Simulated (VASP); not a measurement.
# Pd (I4/mmm) in VASP: single point with PBE

Aim: the single point of Pd with PBE.

Program: VASP 6.6.1. These are calculated values, not measurements. Logs are shortened: lines on timing, memory, paths and dates and some standing lists are left out, and cuts for length are marked.

## 1. The cell of the first run

It takes space group I4/mmm (No. 139, tetragonal). Conventional cell: a = 2.751 Å, b = 2.751 Å, c = 3.656 Å, α = 90.00°, β = 90.00°, γ = 90.00°. Pd (site symmetry 4/mmm) has 12 Pd at 2.67 to 2.75 Å within 3.5 Å.

## 2. Single point, PBE (strain -0.0600 x Voigt [0, 0, 1, 0, 0, 0])

File INCAR:

```
PREC = Accurate
ENCUT = 520
EDIFF = 1E-6
ISMEAR = 0
SIGMA = 0.15
LREAL = False
LASPH = True
NELM = 100
ALGO = Normal
ISIF = 2
LWAVE = False
LCHARG = False
GGA = PE
NBANDS = 11
```

File KPOINTS:

```
regular mesh
0
Gamma
  20 20 20
```

File POSCAR:

```
Pd
1.0
    0.0000000000      1.9449000000      1.8282060000
    1.9449000000      0.0000000000      1.8282060000
    1.9449000000      1.9449000000      0.0000000000
Pd
1
Direct
    0.0000000000      0.0000000000      0.0000000000
```

Potentials or basis: VASP PAW PBE potentials, release 64 (Pd).

The run is started by

```console
cat potpaw_PBE.64/Pd/POTCAR > POTCAR
mpirun -np 1 vasp_std > vasp.out
```

OUTCAR:

```text
PREC = Accurate
   ENCUT = 520
   EDIFF = 1E-6
   ISMEAR = 0
   LREAL = False
   LASPH = True
   NELM = 100
   ISIF = 2
   GGA = PE

 ion  position               nearest neighbor table
   1  0.000  0.000  0.000-

  LATTYP: Found a body centered tetragonal cell.
 ALAT       =     2.7505039575
 C/A-ratio  =     1.3293607486

  Lattice vectors:

 A1 = (   0.0000000000,  -1.9449000000,  -1.8282060000)
 A2 = (   0.0000000000,   1.9449000000,  -1.8282060000)
 A3 = (   1.9449000000,   0.0000000000,   1.8282060000)

Analysis of symmetry for initial positions (statically):
=====================================================================
 Subroutine PRICEL returns:
 Original cell was already a primitive cell.

 Routine SETGRP: Setting up the symmetry group for a
 body centered tetragonal supercell.

 Subroutine GETGRP returns: Found 16 space group operations
 (whereof 16 operations were pure point group operations)
 out of a pool of 16 trial point group operations.

The static configuration has the point symmetry D_4h.

Analysis of symmetry for dynamics (positions and initial velocities):
=====================================================================
 Subroutine PRICEL returns:
 Original cell was already a primitive cell.

 Routine SETGRP: Setting up the symmetry group for a
 body centered tetragonal supercell.

 Subroutine GETGRP returns: Found 16 space group operations
 (whereof 16 operations were pure point group operations)
 out of a pool of 16 trial point group operations.

The dynamic configuration has the point symmetry D_4h.

 Subroutine INISYM returns: Found 16 space group operations
 (whereof 16 operations are pure point group operations),
 and found     1 'primitive' translations

----------------------------------------------------------------------------------------

                                     Primitive cell

  volume of cell :      13.8309

  direct lattice vectors                    reciprocal lattice vectors
     0.000000000  1.944900000  1.828206000    -0.257082626  0.257082626  0.273492156
     1.944900000  0.000000000  1.828206000     0.257082626 -0.257082626  0.273492156
     1.944900000  1.944900000  0.000000000     0.257082626  0.257082626 -0.273492156

  length of vectors
     2.669264541  2.669264541  2.750503957     0.454951550  0.454951550  0.454951550

  position of ions in fractional coordinates (direct lattice)
     0.000000000  0.000000000  0.000000000

  ion indices of the primitive-cell ions
   primitive index   ion index
                 1           1

----------------------------------------------------------------------------------------

 KPOINTS: regular mesh

Automatic generation of k-mesh.
 Grid dimensions read from file:
 generate k-points for:   20   20   20

 Generating k-lattice:

  Cartesian coordinates                     Fractional coordinates (reciprocal lattice)
    -0.012854131  0.012854131  0.013674608     0.050000000  0.000000000  0.000000000
     0.012854131 -0.012854131  0.013674608     0.000000000  0.050000000  0.000000000
     0.012854131  0.012854131 -0.013674608    -0.000000000 -0.000000000  0.050000000

  Length of vectors
     0.022747577  0.022747577  0.022747577

  Shift w.r.t. Gamma in fractional coordinates (k-lattice)
     0.000000000  0.000000000  0.000000000

 Subroutine IBZKPT returns following result:
 ===========================================

 Found    641 irreducible k-points:

 Following reciprocal coordinates:
            Coordinates               Weight
  0.000000  0.000000  0.000000      1.000000
  0.050000 -0.000000  0.000000      8.000000
  0.100000 -0.000000  0.000000      8.000000
  0.150000 -0.000000  0.000000      8.000000
  0.200000 -0.000000  0.000000      8.000000
  0.250000 -0.000000  0.000000      8.000000
[... 16 lines left out ...]
 -0.400000  0.050000  0.000000      8.000000
 -0.350000  0.050000  0.000000      8.000000
 [... further k-points ...]
   k-points           NKPTS =    641   k-points in BZ     NKDIM =    641   number of bands    NBANDS=     11
   number of dos      NEDOS =    301   number of ions     NIONS =      1
   total plane-waves  NPLWV =   8000
   dimension x,y,z NGX =    20 NGY =   20 NGZ =   20
   dimension x,y,z NGXF=    40 NGYF=   40 NGZF=   40
   ions per type =               1
   NGX,Y,Z   is equivalent  to a cutoff of  12.46, 12.46, 12.09 a.u.
   NGXF,Y,Z  is equivalent  to a cutoff of  24.91, 24.91, 24.18 a.u.
 SYSTEM =  unknown system
   PREC   = accura    normal or accurate (medium, high low for compatibility)
   ISTART =      0    job   : 0-new  1-cont  2-samecut
   ICHARG =      2    charge: 1-file 2-atom 10-const
   ISPIN  =      1    spin polarized calculation?
   LNONCOLLINEAR =      F non collinear calculations
   LSORBIT =      F    spin-orbit coupling
   LASPH  =      T    aspherical Exc in radial PAW
   ENCUT  =  520.0 eV  38.22 Ry    6.18 a.u.   4.96  4.96  5.11*2*pi/ulx,y,z
   NELM   =    100;   NELMIN=  2; NELMDL= -5     # of ELM steps
   EDIFF  = 0.1E-05   stopping-criterion for ELM
   LREAL  =      F    real-space projection
   EDIFFG = 0.1E-04   stopping-criterion for IOM
   NSW    =      0    number of steps for IOM
   IBRION =     -1    ionic relax: 0-MD 1-quasi-New 2-CG
   NFREE  =      0    steps in history (QN), initial steepest desc. (CG)
   ISIF   =      2    stress and relaxation
   ISYM   =      2    0-nonsym 1-usesym 2-fastsym
   POTIM  = 0.5000    time-step for ionic-motion
   TEBEG  =    0.0;   TEEND  =   0.0 temperature during run
   PSTRESS=    0.0 pullay stress
   NELECT =      10.0000    total number of electrons
   NUPDOWN=      -1.0000    fix difference up-down
   EMIN   =  10.00;   EMAX   =-10.00  energy-range for DOS
   EFERMI =   0.00;   METHOD = LEGACY
   ISMEAR =     0;   SIGMA  =   0.15  broadening in eV -4-tet -1-fermi 0-gaus
   EFERMI_NEDOS =   21; number of points for ismear=-14 and -15
   IALGO  =     38    algorithm
   IMIX   =      4    mixing-type and parameters
     AMIX     =   0.40;   BMIX     =  1.00
     AMIX_MAG =   1.60;   BMIX_MAG =  1.00
  volume/ion in A,a.u.               =      13.83        93.34
  Fermi-wavevector in a.u.,A,eV,Ry     =   1.469349  2.776667 29.374791  2.158986
  Thomas-Fermi vector in A             =   2.584737
   LORBIT       =      0    0 simple, 1 ext, 2 COOP (PROOUT), +10 PAW based schemes
   GGA     = PE    functional components
   LHFCALC =     F    Hartree Fock is set to
   AEXX    =    0.0000 exact exchange contribution
   IVDW    =     0    specifies the selected vdW correction
   LEPSILON=     F    determine dielectric tensor
   LRPA    =     F    only Hartree local field effects (RPA)
 non-spin polarized calculation
 Gauss-broadening in eV      SIGMA  =   0.15
  energy-cutoff  :      520.00
  volume of cell :       13.83
 maximum number of plane-waves:       386
   NGX =  9   NGY =  9   NGZ = 11

 number of electron      10.0000003 magnetization

 Free energy of the ion-electron system (eV)
  ---------------------------------------------------
  ext. energy  EPLUGINS =         0.00000000
  ---------------------------------------------------
  free energy    TOTEN  =        -5.13007689 eV

  energy without entropy =       -5.10616743  energy(sigma->0) =       -5.11812216

 E-fermi :  10.9017     XC(G=0): -13.5914

 val. band max:       10.9012931410   @ k =  -0.0500   0.4000   0.3500
 cond. band min:      10.9019238933   @ k =  -0.4500   0.1500   0.0000
 fundamental gap:      0.0006307522
 Fermi energy:        10.9016734719

 k-point     1 :       0.0000    0.0000    0.0000
  band No.  band energies     occupation
      1       3.2622      2.00000
      2       7.5793      2.00000
      3       7.5793      2.00000
      4       8.1802      2.00000
      5       9.2110      2.00000
      6       9.8429      2.00000
      7      28.1831      0.00000
      8      32.7039      0.00000
      9      32.7039      0.00000
     10      34.4482      0.00000
     11      36.8739      0.00000

 k-point     2 :       0.0500   -0.0000    0.0000
  band No.  band energies     occupation
      1       3.3590      2.00000
      2       7.5717      2.00000
      3       7.6143      2.00000
      4       8.1846      2.00000
      5       9.2004      2.00000
      6       9.8189      2.00000
      7      28.2979      0.00000
      8      32.3399      0.00000
      9      32.8266      0.00000
     10      34.2725      0.00000
     11      36.8942      0.00000

 k-point     3 :       0.1000   -0.0000    0.0000
  band No.  band energies     occupation
      1       3.6404      2.00000
      2       7.5370      2.00000
      3       7.7049      2.00000
      4       8.2162      2.00000
      5       9.1843      2.00000
      6       9.7579      2.00000
      7      28.5919      0.00000
      8      31.2151      0.00000
      9      33.1832      0.00000
     10      34.3624      0.00000
     11      36.9096      0.00000

 k-point     4 :       0.1500   -0.0000    0.0000
  band No.  band energies     occupation
      1       4.0731      2.00000
      2       7.4814      2.00000
      3       7.8057      2.00000
      4       8.2886      2.00000
      5       9.2112      2.00000
      6       9.6946      2.00000
      7      28.7952      0.00000
      8      29.8645      0.00000
      9      33.7374      0.00000
     10      34.8047      0.00000
     11      36.9064      0.00000
[... 239 lines left out ...]
 k-point    22 :      -0.4500    0.0500    0.0000
  band No.  band energies     occupation
      1       5.1696      2.00000
      2       7.4738      2.00000
      3       7.9587      2.00000
      4      10.2293      2.00000
      5      10.9324      0.77203
      6      12.1790      0.00000
      7      19.0857      0.00000
      8      27.5791      0.00000
      9      32.1131      0.00000
     10      32.8613      0.00000
     11      36.8977      0.00000

 k-point    23 :      -0.4000    0.0500    0.0000
  band No.  band energies     occupation
      1       5.2195      2.00000
      2       7.5238      2.00000
      3       8.0113      2.00000
      4       9.9521      2.00000
      5      10.6726      1.96919
      6      11.5034      0.00000
      7      20.2607      0.00000
      8      27.8269      0.00000
      9      32.8516      0.00000
     10      32.9470      0.00000
     11      36.8931      0.00000

 k-point    24 :      -0.3500    0.0500    0.0000
  band No.  band energies     occupation
      1       5.2834      2.00000
      2       7.6140      2.00000
      3       8.1036      2.00000
      4       9.2833      2.00000
      5      10.3054      2.00000
      6      10.8936      1.06076
      7      21.9023      0.00000
      8      28.2513      0.00000
      9      33.2712      0.00000
     10      33.9565      0.00000
     11      36.8806      0.00000

 [... further k-points ...]

------------------------ aborting loop because EDIFF is reached ----------------------------------------

  FORCE on cell =-STRESS in cart. coord.  units (eV):
  Direction    XX          YY          ZZ          XY          YZ          ZX
  --------------------------------------------------------------------------------------
  -------------------------------------------------------------------------------------
  Total        1.8649708      1.8649708      2.1367522      0.0000000      0.0000000     -0.0000000
  in kB      216.0393918    216.0393918    247.5227177      0.0000000      0.0000000     -0.0000000
  external PRESSURE =     226.5338338 kB  Pullay stress =       0.0000000 kB

 VOLUME and BASIS-vectors are now :
 -----------------------------------------------------------------------------
  energy-cutoff  :      520.00
  volume of cell :       13.83
      direct lattice vectors                 reciprocal lattice vectors
     0.000000000  1.944900000  1.828206000    -0.257082626  0.257082626  0.273492156
     1.944900000  0.000000000  1.828206000     0.257082626 -0.257082626  0.273492156
     1.944900000  1.944900000  0.000000000     0.257082626  0.257082626 -0.273492156

 POSITION                                       TOTAL-FORCE (eV/Angst)
 -----------------------------------------------------------------------------------
      0.00000      0.00000      0.00000         0.000000      0.000000      0.000000
 -----------------------------------------------------------------------------------
    total drift:                                0.000000      0.000000      0.000000

  FREE ENERGIE OF THE ION-ELECTRON SYSTEM (eV)
  ---------------------------------------------------
  free  energy   TOTEN  =        -5.1300768899 eV

  energy  without entropy=       -5.1061674270  energy(sigma->0) =       -5.11812216
```

Run time: 1.7 min. Hardware: 1 thread of Intel Xeon 8259CL, shared host; peak memory 0.21 GiB.

What came out:

```yaml
Free_energy: -5.1301 eV
Pressure: 22.7 GPa
Band_gap_on_the_k_mesh: zero (bands 5 and 6 overlap by 1.99 eV)
```

Stress tensor (GPa, compression positive):
```
21.60  0.00  0.00
 0.00 21.60  0.00
 0.00  0.00 24.75
```

Caveat: the cell differs from its parent crystal (strain -0.0600 x Voigt [0, 0, 1, 0, 0, 0]); the cell stands under pressure.
